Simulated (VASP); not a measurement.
# CdTe (F-43m) in VASP: a series of runs

CdTe is run at these levels: r2SCAN; tasks: single point.

Program: VASP 6.6.1. These are calculated values, not measurements. Logs are shortened: lines on timing, memory, paths and dates and some standing lists are left out, and cuts for length are marked.

### Step 1. The cell of the first run

The structure is cubic, space group F-43m (No. 216). The conventional cell has a = 6.282 Å, b = 6.282 Å, c = 6.282 Å, α = 90.00°, β = 90.00°, γ = 90.00°. Cd (site symmetry -43m) has 4 Te at 2.72 Å within 3.6 Å. Within 3.6 Å of Te (site symmetry -43m) lie 4 Cd at 2.72 Å.

### Step 2. Single point, r2SCAN (30.99 Å³/atom)

Contents of POSCAR:

```
CdTe
1.0
    0.0000000000      3.1411557863      3.1411557863
    3.1411557863      0.0000000000      3.1411557863
    3.1411557863      3.1411557863      0.0000000000
Cd Te
1 1
Direct
    0.0000000000      0.0000000000      0.0000000000
    0.2500000000      0.2500000000      0.2500000000
```

Contents of INCAR.step1:

```
SYSTEM = CdTe
ALGO = Normal ; EDIFF = 1E-4
ENCUT = 520 ; GGA = PE
ISMEAR = 0 ; LASPH = .TRUE.
LCHARG = .FALSE. ; LREAL = .FALSE.
LWAVE = .TRUE. ; NBANDS = 16
NELM = 80 ; PREC = Accurate
SIGMA = 0.02
```

Contents of INCAR.step2:

```
SYSTEM = CdTe
ALGO = Normal ; EDIFF = 1E-7
ENCUT = 520 ; ISIF = 2
ISMEAR = 0 ; ISTART = 1
LASPH = .TRUE. ; LCHARG = .FALSE.
LMIXTAU = .TRUE. ; LREAL = .FALSE.
LWAVE = .FALSE. ; METAGGA = R2SCAN
NBANDS = 16 ; NELM = 80
PREC = Accurate ; SIGMA = 0.02
```

Contents of KPOINTS:

```
k-points
0
G
  8 8 8
  0 0 0
```

Potentials or basis: VASP PAW PBE potentials, release 64 (Cd, Te).

Command:

```sh
cat potpaw_PBE.64/Cd/POTCAR potpaw_PBE.64/Te/POTCAR > POTCAR
cp INCAR.step1 INCAR
mpirun -np 1 vasp_std > vasp.out
cp INCAR.step2 INCAR
mpirun -np 1 vasp_std > vasp.out
```

OUTCAR:

```text
SYSTEM = CdTe
   EDIFF = 1E-7
   ENCUT = 520
   ISIF = 2
   ISMEAR = 0
   ISTART = 1
   LASPH = .TRUE.
   LREAL = .FALSE.
   METAGGA = R2SCAN
   NELM = 80
   PREC = Accurate

 ion  position               nearest neighbor table
   1  0.000  0.000  0.000-   2 2.72   2 2.72   2 2.72   2 2.72
   2  0.250  0.250  0.250-   1 2.72   1 2.72   1 2.72   1 2.72

  LATTYP: Found a face centered cubic cell.
 ALAT       =     6.2823115726

  Lattice vectors:

 A1 = (   0.0000000000,   3.1411557863,   3.1411557863)
 A2 = (   3.1411557863,   0.0000000000,   3.1411557863)
 A3 = (   3.1411557863,   3.1411557863,   0.0000000000)

Analysis of symmetry for initial positions (statically):
=====================================================================
 Subroutine PRICEL returns:
 Original cell was already a primitive cell.

 Routine SETGRP: Setting up the symmetry group for a
 face centered cubic supercell.

 Subroutine GETGRP returns: Found 24 space group operations
 (whereof 24 operations were pure point group operations)
 out of a pool of 48 trial point group operations.

The static configuration has the point symmetry T_d .

Analysis of symmetry for dynamics (positions and initial velocities):
=====================================================================
 Subroutine PRICEL returns:
 Original cell was already a primitive cell.

 Routine SETGRP: Setting up the symmetry group for a
 face centered cubic supercell.

 Subroutine GETGRP returns: Found 24 space group operations
 (whereof 24 operations were pure point group operations)
 out of a pool of 48 trial point group operations.

The dynamic configuration has the point symmetry T_d .

 Subroutine INISYM returns: Found 24 space group operations
 (whereof 24 operations are pure point group operations),
 and found     1 'primitive' translations

----------------------------------------------------------------------------------------

                                     Primitive cell

  volume of cell :      61.9867

  direct lattice vectors                    reciprocal lattice vectors
     0.000000000  3.141155786  3.141155786    -0.159177078  0.159177078  0.159177078
     3.141155786  0.000000000  3.141155786     0.159177078 -0.159177078  0.159177078
     3.141155786  3.141155786  0.000000000     0.159177078  0.159177078 -0.159177078

  length of vectors
     4.442265115  4.442265115  4.442265115     0.275702787  0.275702787  0.275702787

[... 80 lines left out ...]
   EDIFF  = 0.1E-06   stopping-criterion for ELM
   LREAL  =      F    real-space projection
   EDIFFG = 0.1E-05   stopping-criterion for IOM
   NSW    =      0    number of steps for IOM
   IBRION =     -1    ionic relax: 0-MD 1-quasi-New 2-CG
   NFREE  =      0    steps in history (QN), initial steepest desc. (CG)
   ISIF   =      2    stress and relaxation
   ISYM   =      2    0-nonsym 1-usesym 2-fastsym
   POTIM  = 0.5000    time-step for ionic-motion
   TEBEG  =    0.0;   TEEND  =   0.0 temperature during run
   PSTRESS=    0.0 pullay stress
   NELECT =      18.0000    total number of electrons
   NUPDOWN=      -1.0000    fix difference up-down
   EMIN   =  10.00;   EMAX   =-10.00  energy-range for DOS
   EFERMI =   0.00;   METHOD = LEGACY
   ISMEAR =     0;   SIGMA  =   0.02  broadening in eV -4-tet -1-fermi 0-gaus
   EFERMI_NEDOS =   21; number of points for ismear=-14 and -15
   IALGO  =     38    algorithm
   IMIX   =      4    mixing-type and parameters
     AMIX     =   0.40;   BMIX     =  1.00
     AMIX_MAG =   1.60;   BMIX_MAG =  1.00
  volume/ion in A,a.u.               =      30.99       209.15
  Fermi-wavevector in a.u.,A,eV,Ry     =   1.084092  2.048637 15.990325  1.175256
  Thomas-Fermi vector in A             =   2.220174
   LORBIT       =      0    0 simple, 1 ext, 2 COOP (PROOUT), +10 PAW based schemes
   METAGGA = R2SCAN    functional components
   LHFCALC =     F    Hartree Fock is set to
   AEXX    =    0.0000 exact exchange contribution
   IVDW    =     0    specifies the selected vdW correction
   LEPSILON=     F    determine dielectric tensor
   LRPA    =     F    only Hartree local field effects (RPA)
 non-spin polarized calculation
 Gauss-broadening in eV      SIGMA  =   0.02
  energy-cutoff  :      520.00
  volume of cell :       61.99
 maximum number of plane-waves:      1700
 NGX is ok and might be reduce to    36
   NGX = 17   NGY = 17   NGZ = 17

 number of electron      18.0000003 magnetization

 Free energy of the ion-electron system (eV)
  ---------------------------------------------------
  ext. energy  EPLUGINS =         0.00000000
  ---------------------------------------------------
  free energy    TOTEN  =       -46.47316996 eV

  energy without entropy =      -46.47316996  energy(sigma->0) =      -46.47316996

 E-fermi :   3.1130     XC(G=0):  -9.5491

 val. band max:        3.0168168478   @ k =   0.0000   0.0000   0.0000
 cond. band min:       4.6024159646   @ k =   0.0000   0.0000   0.0000
 fundamental gap:      1.5855991168
 Fermi energy:         3.1129625786

 k-point     1 :       0.0000    0.0000    0.0000
  band No.  band energies     occupation
      1      -9.1237      2.00000
      2      -5.9203      2.00000
      3      -5.9203      2.00000
      4      -5.9203      2.00000
      5      -5.5524      2.00000
      6      -5.5524      2.00000
[... 433 lines left out ...]
      3      -5.7801      2.00000
      4      -5.5761      2.00000
      5      -5.5462      2.00000
      6      -4.9673      2.00000
[... 8 lines left out ...]
     15      13.7898      0.00000
     16      14.5905      0.00000

 [... further k-points ...]

------------------------ aborting loop because EDIFF is reached ----------------------------------------

  FORCE on cell =-STRESS in cart. coord.  units (eV):
  Direction    XX          YY          ZZ          XY          YZ          ZX
  --------------------------------------------------------------------------------------
  -------------------------------------------------------------------------------------
  Total        2.7789313      2.7789313      2.7789313     -0.0000000     -0.0000000     -0.0000000
  in kB       71.8273701     71.8273701     71.8273701     -0.0000000     -0.0000000     -0.0000000
  external PRESSURE =      71.8273701 kB  Pullay stress =       0.0000000 kB

 VOLUME and BASIS-vectors are now :
 -----------------------------------------------------------------------------
  energy-cutoff  :      520.00
  volume of cell :       61.99
      direct lattice vectors                 reciprocal lattice vectors
     0.000000000  3.141155786  3.141155786    -0.159177078  0.159177078  0.159177078
     3.141155786  0.000000000  3.141155786     0.159177078 -0.159177078  0.159177078
     3.141155786  3.141155786  0.000000000     0.159177078  0.159177078 -0.159177078

 POSITION                                       TOTAL-FORCE (eV/Angst)
 -----------------------------------------------------------------------------------
      0.00000      0.00000      0.00000         0.000000      0.000000      0.000000
      1.57058      1.57058      1.57058        -0.000000     -0.000000     -0.000000
 -----------------------------------------------------------------------------------
    total drift:                               -0.000003     -0.000003     -0.000002

  FREE ENERGIE OF THE ION-ELECTRON SYSTEM (eV)
  ---------------------------------------------------
  free  energy   TOTEN  =       -46.4731699611 eV

  energy  without entropy=      -46.4731699611  energy(sigma->0) =      -46.47316996
```

OUTCAR.step1:

```text
SYSTEM = CdTe
   EDIFF = 1E-4
   ENCUT = 520
   GGA = PE
   ISMEAR = 0
   LASPH = .TRUE.
   LREAL = .FALSE.
[... 677 lines left out ...]
      0.00000      0.00000      0.00000        -0.000000     -0.000000     -0.000000
      1.57058      1.57058      1.57058         0.000000      0.000000      0.000000
 -----------------------------------------------------------------------------------
    total drift:                               -0.000000     -0.000000     -0.000000

  FREE ENERGIE OF THE ION-ELECTRON SYSTEM (eV)
  ---------------------------------------------------
  free  energy   TOTEN  =        -4.5778112368 eV

  energy  without entropy=       -4.5778112368  energy(sigma->0) =       -4.57781124
```

It took 72 s on 1 thread of Intel Xeon 6975P-C, shared host; peak memory 0.23 GiB.

Results:

| Item | Value |
| --- | --- |
| Free energy | -46.4732 eV |
| Pressure | 7.2 GPa |
| Band gap on the k mesh | 1.59 eV |

Levels at points of the mesh, in eV from the valence-band top:
| k point | band 7 | band 8 | band 9 | band 10 | band 11 | band 12 |
| --- | --- | --- | --- | --- | --- | --- |
| (0.00, 0.00, 0.00) | 0.00 | 0.00 | 0.00 | 1.59 | 4.94 | 4.94 |
| (0.50, 0.00, 0.00) | -5.10 | -0.95 | -0.95 | 2.33 | 5.52 | 5.52 |
| (0.50, 0.50, 0.00) | -4.86 | -2.27 | -2.27 | 2.66 | 2.93 | 10.06 |

Caveat: the cell stands under pressure; the PAW data sets were made with another functional, which shifts forces and pressure a little; spin-orbit coupling is left out, which moves the levels of the heavy elements.

### Step 3. Single point, r2SCAN (32.05 Å³/atom)

This run uses another cell than the first one, of 32.05 Å³/atom.

Contents of POSCAR:

```
CdTe
1.0
    0.0000000000      3.1764526259      3.1764526259
    3.1764526259      0.0000000000      3.1764526259
    3.1764526259      3.1764526259      0.0000000000
Cd Te
1 1
Direct
    0.0000000000      0.0000000000      0.0000000000
    0.2500000000      0.2500000000      0.2500000000
```

Contents of INCAR.step1:

```
SYSTEM = CdTe
PREC = Accurate ; ENCUT = 520
ISMEAR = 0 ; SIGMA = 0.02
LREAL = .FALSE. ; LASPH = .TRUE.
NELM = 100 ; NBANDS = 16
GGA = PE ; ALGO = Normal
EDIFF = 1E-4 ; LWAVE = .TRUE.
LCHARG = .FALSE.
```

Contents of INCAR.step2:

```
SYSTEM = CdTe
PREC = Accurate ; ENCUT = 520
EDIFF = 1E-7 ; ISMEAR = 0
SIGMA = 0.02 ; LREAL = .FALSE.
LASPH = .TRUE. ; NELM = 100
ALGO = Normal ; ISIF = 2
LWAVE = .FALSE. ; LCHARG = .FALSE.
METAGGA = R2SCAN ; LMIXTAU = .TRUE.
NBANDS = 16 ; ISTART = 1
```

Contents of KPOINTS:

```
Automatic mesh
0
G
  8 8 8
  0 0 0
```

Potentials or basis: VASP PAW PBE potentials, release 64 (Cd, Te).

Command:

```sh
cat potpaw_PBE.64/Cd/POTCAR potpaw_PBE.64/Te/POTCAR > POTCAR
cp INCAR.step1 INCAR
mpirun -np 1 vasp_std > vasp.out
cp INCAR.step2 INCAR
mpirun -np 1 vasp_std > vasp.out
```

Run time: 1.8 min. Hardware: 1 thread of Intel Xeon 6975P-C, shared host; peak memory 0.23 GiB.

The run converged. Its results:

```
Free energy            : -46.5527 eV
Pressure               : 4.9 GPa
Band gap on the k mesh : 1.47 eV
```

Levels at points of the mesh, in eV from the valence-band top:
```
           k point  band 5  band 6  band 7  band 8  band 9  band 10  band 11  band 12  band 13  band 14
(0.00, 0.00, 0.00)   -8.45   -8.45    0.00    0.00    0.00     1.47     4.97     4.97     4.97     8.04
(0.50, 0.00, 0.00)   -8.44   -8.03   -4.87   -0.89   -0.89     2.30     5.55     5.55     7.45     9.51
(0.50, 0.50, 0.00)   -8.41   -7.85   -4.67   -2.14   -2.14     2.74     2.96     9.84    10.13    10.13
```

Caveat: the cell stands under pressure; the PAW data sets were made with another functional, which shifts forces and pressure a little; spin-orbit coupling is left out, which moves the levels of the heavy elements. r2SCAN opens gaps a little over a GGA but as a rule still falls short of measured ones.

### Step 4. Single point, r2SCAN

This run uses another cell than the first one, of 32.92 Å³/atom.

Contents of POSCAR:

```
CdTe
1.0
    0.0000000000      3.2050000000      3.2050000000
    3.2050000000      0.0000000000      3.2050000000
    3.2050000000      3.2050000000      0.0000000000
Cd Te
1 1
Direct
    0.0000000000      0.0000000000      0.0000000000
    0.2500000000      0.2500000000      0.2500000000
```

Edit INCAR.step1 of step 3 so:

```diff
@@ -4,3 +4,3 @@
 LREAL = .FALSE. ; LASPH = .TRUE.
-NELM = 100 ; NBANDS = 16
+NELM = 80 ; NBANDS = 16
 GGA = PE ; ALGO = Normal
```

Contents of INCAR.step2:

```
SYSTEM = CdTe
PREC = Accurate ; ENCUT = 520
EDIFF = 1E-6 ; ISMEAR = 0
SIGMA = 0.02 ; LREAL = .FALSE.
LASPH = .TRUE. ; NELM = 80
ALGO = Normal ; ISIF = 2
LWAVE = .FALSE. ; LCHARG = .TRUE.
METAGGA = R2SCAN ; LMIXTAU = .TRUE.
LELF = .TRUE. ; LVHAR = .TRUE.
NBANDS = 16 ; ISTART = 1
```

KPOINTS is that of step 3.

Command:

```sh
cat potpaw_PBE.64/Cd/POTCAR potpaw_PBE.64/Te/POTCAR > POTCAR
cp INCAR.step1 INCAR
mpirun -np 1 vasp_std > vasp.out
cp INCAR.step2 INCAR
mpirun -np 1 vasp_std > vasp.out
```

It took 89 s on 1 thread of Intel Xeon 6975P-C, shared host; peak memory 0.23 GiB.

Results (log left out):

```yaml
Free_energy: -46.5977 eV
Pressure: 3.4 GPa
Band_gap_on_the_k_mesh: 1.38 eV
```

Levels at points of the mesh, in eV from the valence-band top:
| k point | band 5 | band 6 | band 7 | band 8 | band 9 | band 10 | band 11 | band 12 | band 13 | band 14 |
| --- | --- | --- | --- | --- | --- | --- | --- | --- | --- | --- |
| (0.00, 0.00, 0.00) | -8.37 | -8.37 | 0.00 | 0.00 | 0.00 | 1.38 | 5.00 | 5.00 | 5.00 | 8.00 |
| (0.50, 0.00, 0.00) | -8.36 | -7.97 | -4.70 | -0.84 | -0.84 | 2.27 | 5.57 | 5.57 | 7.44 | 9.39 |
| (0.50, 0.50, 0.00) | -8.33 | -7.80 | -4.53 | -2.03 | -2.03 | 2.80 | 2.97 | 9.67 | 9.99 | 9.99 |

Caveat: the cell stands under pressure; the PAW data sets were made with another functional, which shifts forces and pressure a little; spin-orbit coupling is left out, which moves the levels of the heavy elements.

### Step 5. Single point, r2SCAN (33.11 Å³/atom)

This run uses another cell than the first one, of 33.11 Å³/atom.

Contents of POSCAR:

```
CdTe
1.0
    0.0000000000      3.2109819901      3.2109819901
    3.2109819901      0.0000000000      3.2109819901
    3.2109819901      3.2109819901      0.0000000000
Cd Te
1 1
Direct
    0.0000000000      0.0000000000      0.0000000000
    0.2500000000      0.2500000000      0.2500000000
```

Contents of INCAR.step1:

```
SYSTEM = CdTe
PREC = Accurate
ENCUT = 520
ISMEAR = 0
SIGMA = 0.02
LREAL = .FALSE.
LASPH = .TRUE.
NELM = 60
NBANDS = 16
GGA = PE
ALGO = Normal
EDIFF = 1E-4
LWAVE = .TRUE.
LCHARG = .FALSE.
```

Contents of INCAR.step2:

```
SYSTEM = CdTe
PREC = Accurate
ENCUT = 520
EDIFF = 1E-6
ISMEAR = 0
SIGMA = 0.02
LREAL = .FALSE.
LASPH = .TRUE.
NELM = 60
ALGO = Normal
ISIF = 2
LWAVE = .FALSE.
LCHARG = .TRUE.
METAGGA = R2SCAN
LMIXTAU = .TRUE.
LELF = .TRUE.
LVHAR = .TRUE.
NBANDS = 16
ISTART = 1
```

Contents of KPOINTS:

```
regular mesh
0
G
  8 8 8
  0 0 0
```

Command:

```sh
cat potpaw_PBE.64/Cd/POTCAR potpaw_PBE.64/Te/POTCAR > POTCAR
cp INCAR.step1 INCAR
mpirun -np 1 vasp_std > vasp.out
cp INCAR.step2 INCAR
mpirun -np 1 vasp_std > vasp.out
```

It took 76 s on 1 thread of Intel Xeon 6975P-C, shared host; peak memory 0.23 GiB.

It converged, with:

```yaml
Free_energy: -46.6051 eV
Pressure: 3.1 GPa
Band_gap_on_the_k_mesh: 1.36 eV
```

Levels at points of the mesh, in eV from the valence-band top:
| k point | band 5 | band 6 | band 7 | band 8 | band 9 | band 10 | band 11 | band 12 | band 13 | band 14 |
| --- | --- | --- | --- | --- | --- | --- | --- | --- | --- | --- |
| (0.00, 0.00, 0.00) | -8.35 | -8.35 | 0.00 | 0.00 | 0.00 | 1.36 | 5.01 | 5.01 | 5.01 | 7.99 |
| (0.50, 0.00, 0.00) | -8.34 | -7.95 | -4.67 | -0.83 | -0.83 | 2.27 | 5.57 | 5.57 | 7.44 | 9.36 |
| (0.50, 0.50, 0.00) | -8.32 | -7.79 | -4.50 | -2.01 | -2.01 | 2.82 | 2.98 | 9.64 | 9.96 | 9.96 |

Caveat: the cell stands under pressure; the PAW data sets were made with another functional, which shifts forces and pressure a little; spin-orbit coupling is left out, which moves the levels of the heavy elements. r2SCAN opens gaps a little over a GGA but as a rule still falls short of measured ones.

### Step 6. Summary

| cell | gap on the mesh (eV) | pressure (GPa) |
| --- | --- | --- |
| a = 4.442 Å, angles 60.0°, 2 atoms | 1.59 | 7.2 |
| a = 4.492 Å, angles 60.0°, 2 atoms | 1.47 | 4.9 |
| a = 4.533 Å, angles 60.0°, 2 atoms | 1.38 | 3.4 |
| a = 4.541 Å, angles 60.0°, 2 atoms | 1.36 | 3.1 |

Alike in all rows: task single point; level r2SCAN; potentials or basis VASP PAW PBE potentials, release 64 (Cd, Te); no spin polarisation; k mesh 8 × 8 × 8; cutoff (eV) 520; smearing gaussian 0.02 eV.

Caveats: the cell stands under pressure; the PAW data sets were made with another functional, which shifts forces and pressure a little; spin-orbit coupling is left out, which moves the levels of the heavy elements.

Absolute energies hang on the potentials; compare differences alone.
